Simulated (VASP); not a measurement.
# C (P6_3/mmc) in VASP: notebook

Runs on C. Level: r2SCAN. Tasks: single point.

All numbers are computed with VASP 6.6.1; they aren't measurements. Logs are shortened: lines on timing, memory, paths and dates and some standing lists are left out, and cuts for length are marked.

## Step 1: The cell of the first run

It takes space group P6_3/mmc (No. 194, hexagonal). The conventional cell has a = 2.490 Å, b = 2.490 Å, c = 6.861 Å, α = 90.00°, β = 90.00°, γ = 120.00°. Within 1.9 Å of C (site symmetry -6m2) lie 3 C at 1.44 Å. C (site symmetry -6m2) has 3 C at 1.44 Å within 1.9 Å.

## Step 2: Single point, r2SCAN

File POSCAR:

```
C
1.0
    2.4895372450      0.0000000000      0.0000000000
   -1.2447686225      2.1560024978      0.0000000000
    0.0000000000      0.0000000000      6.8605151910
C
4
Direct
    0.0000000000      0.0000000000      0.0025000000
    0.0000000000      0.0000000000      0.5025000000
    0.3333333333      0.6666666667      0.0025000000
    0.6666666667      0.3333333333      0.5025000000
```

File INCAR.step1:

```
SYSTEM = C
  PREC = Accurate
  ENCUT = 520
  ISMEAR = 0
  SIGMA = 0.15
  LREAL = .False.
  LASPH = .True.
  NELM = 80
  NBANDS = 16
  GGA = PE
  ALGO = Normal
  EDIFF = 1E-4
  LWAVE = .True.
  LCHARG = .False.
```

File INCAR.step2:

```
SYSTEM = C
  PREC = Accurate
  ENCUT = 520
  EDIFF = 1E-6
  ISMEAR = 0
  SIGMA = 0.15
  LREAL = .False.
  LASPH = .True.
  NELM = 80
  ALGO = Normal
  ISIF = 2
  LWAVE = .False.
  LCHARG = .False.
  METAGGA = R2SCAN
  LMIXTAU = .True.
  NBANDS = 16
  ISTART = 1
```

File KPOINTS:

```
Automatic mesh
0
Gamma
  24 24 8
  0 0 0
```

Potentials or basis: VASP PAW PBE potentials, release 64 (C).

Started as:

```console
cat potpaw_PBE.64/C/POTCAR > POTCAR
cp INCAR.step1 INCAR
mpirun -np 1 vasp_std > vasp.out
cp INCAR.step2 INCAR
mpirun -np 1 vasp_std > vasp.out
```

OUTCAR:

```text
SYSTEM = C
   PREC = Accurate
   ENCUT = 520
   EDIFF = 1E-6
   ISMEAR = 0
   LREAL = .False.
   LASPH = .True.
   NELM = 80
   ISIF = 2
   METAGGA = R2SCAN
   ISTART = 1

 ion  position               nearest neighbor table
   1  0.000  0.000  0.002-   3 1.44   3 1.44   3 1.44
   2  0.000  0.000  0.502-   4 1.44   4 1.44   4 1.44
   3  0.333  0.667  0.002-   1 1.44   1 1.44   1 1.44
   4  0.667  0.333  0.502-   2 1.44   2 1.44   2 1.44

  LATTYP: Found a hexagonal cell.
 ALAT       =     2.4895372450
 C/A-ratio  =     2.7557391257

  Lattice vectors:

 A1 = (   2.4895372450,   0.0000000000,   0.0000000000)
 A2 = (  -1.2447686225,   2.1560024978,   0.0000000000)
 A3 = (   0.0000000000,   0.0000000000,   6.8605151910)

Analysis of symmetry for initial positions (statically):
=====================================================================
 Subroutine PRICEL returns:
 Original cell was already a primitive cell.

 Routine SETGRP: Setting up the symmetry group for a
 hexagonal supercell.

 Subroutine GETGRP returns: Found 24 space group operations
 (whereof  6 operations were pure point group operations)
 out of a pool of 24 trial point group operations.

The static configuration has the point symmetry C_3v.
 The point group associated with its full space group is D_6h.

Analysis of symmetry for dynamics (positions and initial velocities):
=====================================================================
 Subroutine PRICEL returns:
 Original cell was already a primitive cell.

 Routine SETGRP: Setting up the symmetry group for a
 hexagonal supercell.

 Subroutine GETGRP returns: Found 24 space group operations
 (whereof  6 operations were pure point group operations)
 out of a pool of 24 trial point group operations.

The dynamic configuration has the point symmetry C_3v.
 The point group associated with its full space group is D_6h.

 Subroutine INISYM returns: Found 24 space group operations
 (whereof  6 operations are pure point group operations),
 and found     1 'primitive' translations

----------------------------------------------------------------------------------------

                                     Primitive cell

  volume of cell :      36.8235

  direct lattice vectors                    reciprocal lattice vectors
[... 85 lines left out ...]
   ISPIN  =      1    spin polarized calculation?
   LNONCOLLINEAR =      F non collinear calculations
   LSORBIT =      F    spin-orbit coupling
   LASPH  =      T    aspherical Exc in radial PAW
   ENCUT  =  520.0 eV  38.22 Ry    6.18 a.u.   4.63  4.63 12.76*2*pi/ulx,y,z
   NELM   =     80;   NELMIN=  2; NELMDL=  0     # of ELM steps
   EDIFF  = 0.1E-05   stopping-criterion for ELM
   LREAL  =      F    real-space projection
   EDIFFG = 0.1E-04   stopping-criterion for IOM
   NSW    =      0    number of steps for IOM
   IBRION =     -1    ionic relax: 0-MD 1-quasi-New 2-CG
   NFREE  =      0    steps in history (QN), initial steepest desc. (CG)
   ISIF   =      2    stress and relaxation
   ISYM   =      2    0-nonsym 1-usesym 2-fastsym
   POTIM  = 0.5000    time-step for ionic-motion
   TEBEG  =    0.0;   TEEND  =   0.0 temperature during run
   PSTRESS=    0.0 pullay stress
   NELECT =      16.0000    total number of electrons
   NUPDOWN=      -1.0000    fix difference up-down
   EMIN   =  10.00;   EMAX   =-10.00  energy-range for DOS
   EFERMI =   0.00;   METHOD = LEGACY
   ISMEAR =     0;   SIGMA  =   0.15  broadening in eV -4-tet -1-fermi 0-gaus
   EFERMI_NEDOS =   21; number of points for ismear=-14 and -15
   IALGO  =     38    algorithm
   IMIX   =      4    mixing-type and parameters
     AMIX     =   0.40;   BMIX     =  1.00
     AMIX_MAG =   1.60;   BMIX_MAG =  1.00
  volume/ion in A,a.u.               =       9.21        62.12
  Fermi-wavevector in a.u.,A,eV,Ry     =   1.239957  2.343179 20.918867  1.537493
  Thomas-Fermi vector in A             =   2.374418
   LORBIT       =      0    0 simple, 1 ext, 2 COOP (PROOUT), +10 PAW based schemes
   METAGGA = R2SCAN    functional components
   LHFCALC =     F    Hartree Fock is set to
   AEXX    =    0.0000 exact exchange contribution
   IVDW    =     0    specifies the selected vdW correction
   LEPSILON=     F    determine dielectric tensor
   LRPA    =     F    only Hartree local field effects (RPA)
 non-spin polarized calculation
 Gauss-broadening in eV      SIGMA  =   0.15
  energy-cutoff  :      520.00
  volume of cell :       36.82
 maximum number of plane-waves:      1010
 NGX is ok and might be reduce to    20

 number of electron      16.0000000 magnetization

 Free energy of the ion-electron system (eV)
  ---------------------------------------------------
  ext. energy  EPLUGINS =         0.00000000
  ---------------------------------------------------
  free energy    TOTEN  =       -39.70619935 eV

  energy without entropy =      -39.70552857  energy(sigma->0) =      -39.70586396

 E-fermi :   4.2460     XC(G=0): -10.8956

 val. band max:        4.2449835316   @ k =   0.3333   0.3333   0.2500
 cond. band min:       4.2520317505   @ k =   0.3333   0.3333   0.5000
 fundamental gap:      0.0070482189
 Fermi energy:         4.2460374043

 k-point     1 :       0.0000    0.0000    0.0000
  band No.  band energies     occupation
      1     -16.3654      2.00000
      2     -16.1108      2.00000
      3      -4.4292      2.00000
      4      -2.6018      2.00000
      5       1.0342      2.00000
      6       1.0342      2.00000
[... 433 lines left out ...]
      3      -9.4180      2.00000
      4      -9.3080      2.00000
      5      -2.5979      2.00000
      6      -2.5458      2.00000
[... 8 lines left out ...]
     15      18.7081      0.00000
     16      19.7542      0.00000

 [... further k-points ...]
[... 5 lines left out ...]
  --------------------------------------------------------------------------------------
  -------------------------------------------------------------------------------------
  Total       -3.5047690     -3.5047690      0.1610055     -0.0000000     -0.0000000      0.0000000
  in kB     -152.4914054   -152.4914054      7.0052982     -0.0000000     -0.0000000      0.0000000
  external PRESSURE =     -99.3258375 kB  Pullay stress =       0.0000000 kB

 VOLUME and BASIS-vectors are now :
 -----------------------------------------------------------------------------
  energy-cutoff  :      520.00
  volume of cell :       36.82
      direct lattice vectors                 reciprocal lattice vectors
     2.489537245  0.000000000  0.000000000     0.401681076  0.231910678  0.000000000
    -1.244768623  2.156002498  0.000000000     0.000000000  0.463821355  0.000000000
     0.000000000  0.000000000  6.860515191     0.000000000  0.000000000  0.145761648

 POSITION                                       TOTAL-FORCE (eV/Angst)
 -----------------------------------------------------------------------------------
      0.00000      0.00000      0.01715        -0.000000     -0.000000     -0.000000
      0.00000      0.00000      3.44741         0.000000     -0.000000     -0.000000
     -0.00000      1.43733      0.01715        -0.000000      0.000000     -0.000000
      1.24477      0.71867      3.44741         0.000000      0.000000      0.000000
 -----------------------------------------------------------------------------------
    total drift:                               -0.000000     -0.000000      0.000019

  FREE ENERGIE OF THE ION-ELECTRON SYSTEM (eV)
  ---------------------------------------------------
  free  energy   TOTEN  =       -39.7061993498 eV

  energy  without entropy=      -39.7055285685  energy(sigma->0) =      -39.70586396
```

OUTCAR.step1:

```text
SYSTEM = C
   PREC = Accurate
   ENCUT = 520
   ISMEAR = 0
   LREAL = .False.
   LASPH = .True.
[... 688 lines left out ...]
      0.00000      0.00000      3.44741         0.000000      0.000000      0.000000
     -0.00000      1.43733      0.01715         0.000000     -0.000000     -0.000000
      1.24477      0.71867      3.44741        -0.000000      0.000000      0.000000
 -----------------------------------------------------------------------------------
    total drift:                               -0.000000     -0.000000      0.000026

  FREE ENERGIE OF THE ION-ELECTRON SYSTEM (eV)
  ---------------------------------------------------
  free  energy   TOTEN  =       -36.8396246632 eV

  energy  without entropy=      -36.8389489051  energy(sigma->0) =      -36.83928678
```

Wall time 6.5 min (1 thread of AMD EPYC 9R45 (Zen 5), shared host); peak memory 0.22 GiB.

What came out:

* Free energy: -39.7062 eV
* Pressure: -9.9 GPa
* Band gap on the k mesh: zero (bands 8 and 9 overlap by 0.02 eV)

Caveat: the cell stands under tension; the PAW data sets were made with another functional, which shifts forces and pressure a little.

## Step 3: Single point, r2SCAN

This run uses another cell than the first one, of the same volume but with other edges.

File POSCAR:

```
C
1.0
    2.4162726566      0.0000000000      0.0000000000
   -1.2081363283      2.0925535031      0.0000000000
    0.0000000000      0.0000000000      7.2828624512
C
4
Direct
    0.0000000000      0.0000000000      0.0025000000
    0.0000000000      0.0000000000      0.5025000000
    0.3333333333      0.6666666667      0.0025000000
    0.6666666667      0.3333333333      0.5025000000
```

File INCAR.step1:

```
PREC = Accurate
ENCUT = 520
ISMEAR = 0
SIGMA = 0.15
LREAL = False
LASPH = True
NELM = 100
NBANDS = 16
GGA = PE
ALGO = Normal
EDIFF = 1E-4
LWAVE = True
LCHARG = False
```

File INCAR.step2:

```
PREC = Accurate
ENCUT = 520
EDIFF = 1E-6
ISMEAR = 0
SIGMA = 0.15
LREAL = False
LASPH = True
NELM = 100
ALGO = Normal
ISIF = 2
LWAVE = False
LCHARG = False
METAGGA = R2SCAN
LMIXTAU = True
NBANDS = 16
ISTART = 1
```

File KPOINTS:

```
regular mesh
0
Gamma
  24 24 8
```

Potentials or basis: VASP PAW PBE potentials, release 64 (C).

Started as:

```console
cat potpaw_PBE.64/C/POTCAR > POTCAR
cp INCAR.step1 INCAR
mpirun -np 1 vasp_std > vasp.out
cp INCAR.step2 INCAR
mpirun -np 1 vasp_std > vasp.out
```

OUTCAR:

```text
PREC = Accurate
   ENCUT = 520
   EDIFF = 1E-6
   ISMEAR = 0
   LREAL = False
   LASPH = True
   NELM = 100
   ISIF = 2
   METAGGA = R2SCAN
   ISTART = 1

 ion  position               nearest neighbor table
   1  0.000  0.000  0.002-   3 1.40   3 1.40   3 1.40
   2  0.000  0.000  0.502-   4 1.40   4 1.40   4 1.40
   3  0.333  0.667  0.002-   1 1.40   1 1.40   1 1.40
   4  0.667  0.333  0.502-   2 1.40   2 1.40   2 1.40

  LATTYP: Found a hexagonal cell.
 ALAT       =     2.4162726566
[... 640 lines left out ...]
      6      -2.8198      2.00000
[... 8 lines left out ...]
     15      18.5406      0.00000
     16      19.6730      0.00000

 [... further k-points ...]
[... 5 lines left out ...]
  --------------------------------------------------------------------------------------
  -------------------------------------------------------------------------------------
  Total        5.0010547      5.0010547     -0.1685912      0.0000000      0.0000000      0.0000000
  in kB      217.5943277    217.5943277     -7.3353489      0.0000000      0.0000000      0.0000000
  external PRESSURE =     142.6177688 kB  Pullay stress =       0.0000000 kB

 VOLUME and BASIS-vectors are now :
 -----------------------------------------------------------------------------
  energy-cutoff  :      520.00
  volume of cell :       36.82
      direct lattice vectors                 reciprocal lattice vectors
     2.416272657  0.000000000  0.000000000     0.413860579  0.238942517  0.000000000
    -1.208136328  2.092553503  0.000000000     0.000000000  0.477885033  0.000000000
     0.000000000  0.000000000  7.282862451     0.000000000  0.000000000  0.137308648

 POSITION                                       TOTAL-FORCE (eV/Angst)
 -----------------------------------------------------------------------------------
      0.00000      0.00000      0.01821        -0.000000      0.000000      0.000000
      0.00000      0.00000      3.65964         0.000000     -0.000000      0.000000
     -0.00000      1.39504      0.01821         0.000000      0.000000      0.000000
      1.20814      0.69752      3.65964        -0.000000     -0.000000      0.000000
 -----------------------------------------------------------------------------------
    total drift:                               -0.000000     -0.000000      0.000013

  FREE ENERGIE OF THE ION-ELECTRON SYSTEM (eV)
  ---------------------------------------------------
  free  energy   TOTEN  =       -39.6651238267 eV

  energy  without entropy=      -39.6644125407  energy(sigma->0) =      -39.66476818
```

OSZICAR.step1:

```text
N       E                     dE             d eps       ncg     rms          rms(c)
DAV:   1     0.349904593227E+02    0.34990E+02   -0.79222E+03  9760   0.929E+02
DAV:   2    -0.368200391250E+02   -0.71810E+02   -0.65467E+02 13600   0.190E+02
DAV:   3    -0.396510370993E+02   -0.28310E+01   -0.28153E+01 12896   0.350E+01
DAV:   4    -0.396754138310E+02   -0.24377E-01   -0.24369E-01 12336   0.394E+00
DAV:   5    -0.396757959055E+02   -0.38207E-03   -0.38205E-03 12560   0.467E-01    0.964E+00
DAV:   6    -0.374649713093E+02    0.22108E+01   -0.15111E+00 11576   0.773E+00    0.564E+00
DAV:   7    -0.367507126154E+02    0.71426E+00   -0.18712E+00 12040   0.870E+00    0.167E+00
DAV:   8    -0.367635800247E+02   -0.12867E-01   -0.83004E-02 11416   0.172E+00    0.385E-01
DAV:   9    -0.367618662586E+02    0.17138E-02   -0.23497E-03 12552   0.338E-01    0.133E-01
DAV:  10    -0.367621085798E+02   -0.24232E-03   -0.97910E-04 10592   0.197E-01    0.909E-02
DAV:  11    -0.367621041012E+02    0.44785E-05   -0.34209E-05  9176   0.405E-02
   1 F= -.36762104E+02 E0= -.36761744E+02  d E =-.720239E-03
```

Run time: 5.2 min. Hardware: 1 thread of AMD EPYC 9R45 (Zen 5), shared host; peak memory 0.21 GiB.

What came out:

| Quantity | Value |
| --- | --- |
| Free energy | -39.6651 eV |
| Pressure | 14.3 GPa |
| Band gap on the k mesh | zero (bands 8 and 9 overlap by 0.01 eV) |

Caveat: the cell stands under pressure; the PAW data sets were made with another functional, which shifts forces and pressure a little.
